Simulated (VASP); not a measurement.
Here is a VASP 6.6.1 calculation.

File INCAR:

```
SYSTEM = Te
PREC = Accurate
ENCUT = 520
EDIFF = 1E-6
ISMEAR = -1
SIGMA = 0.05
LREAL = .FALSE.
LASPH = .TRUE.
NELM = 100
ALGO = Normal
ISIF = 2
LWAVE = .FALSE.
LCHARG = .FALSE.
GGA = PE
IVDW = 12
NBANDS = 13
```

KPOINTS

```
regular mesh
0
G
  10 10 10
  0 0 0
```

The input POSCAR:

```
Te
1.0
   -2.9939123477      3.3702730809      1.5490340455
    2.9939123477     -3.3702730809      1.5490340455
    2.9939123477      3.3702730809     -1.5490340455
Te
2
Direct
   -0.0000099906      0.7499900094      0.2500000000
    1.0000099906      0.2500099906      0.7500000000
```

Potentials or basis: VASP PAW PBE potentials, release 64 (Te).

Command:

```console
$ cat potpaw_PBE.64/Te/POTCAR > POTCAR
$ mpirun -np 1 vasp_std > vasp.out
```

Predict the band gap on the k mesh.

zero (bands 6 and 7 overlap by 3.71 eV).

What does it give for the pressure?

-0.3 GPa.

What does it give for the dispersion energy per atom?

-0.469 eV.

Stress tensor (GPa, compression positive):
```
-0.31  0.00  0.00
 0.00 -0.23  0.00
 0.00  0.00 -0.30
```

Caveat: three body term missing; spin-orbit coupling is left out, which moves the levels of the heavy elements.
